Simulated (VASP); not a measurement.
Input of a VASP 6.6.1 run:

Contents of INCAR:

```
SYSTEM = InP
PREC = Accurate
ENCUT = 520
EDIFF = 1E-6
ISMEAR = 0
SIGMA = 0.15
LREAL = .False.
LASPH = .True.
NELM = 100
ALGO = Normal
ISIF = 2
LWAVE = .False.
LCHARG = .False.
GGA = PE
NBANDS = 16
```

KPOINTS

```
Automatic mesh
0
Gamma
  20 20 20
  0 0 0
```

File POSCAR:

```
InP
1.0
    0.0000000000      2.6609878228      3.0021264617
    2.6609878228      0.0000000000      3.0021264617
    2.6609878228      2.6609878228      0.0000000000
In P
1 1
Direct
    0.0000000000      0.0000000000      0.0000000000
    0.5000000000      0.5000000000      0.5000000000
```

Potentials or basis: VASP PAW PBE potentials, release 64 (In_d, P).

The run is started by

```sh
$ cat potpaw_PBE.64/In_d/POTCAR potpaw_PBE.64/P/POTCAR > POTCAR
$ mpirun -np 1 vasp_std > vasp.out
```

Problem. What does it give for the pressure?

Solution. 1.9 GPa.

Problem. Estimate the band gap on the k mesh.

Solution. Zero (band 9 reaches 7.53 eV, above the bottom of band 10 at 5.10 eV).

Stress tensor (GPa, compression positive):
```
 5.30  0.00  0.00
 0.00  5.30  0.00
 0.00  0.00 -4.88
```

Caveat: spin-orbit coupling is left out, which moves the levels of the heavy elements.
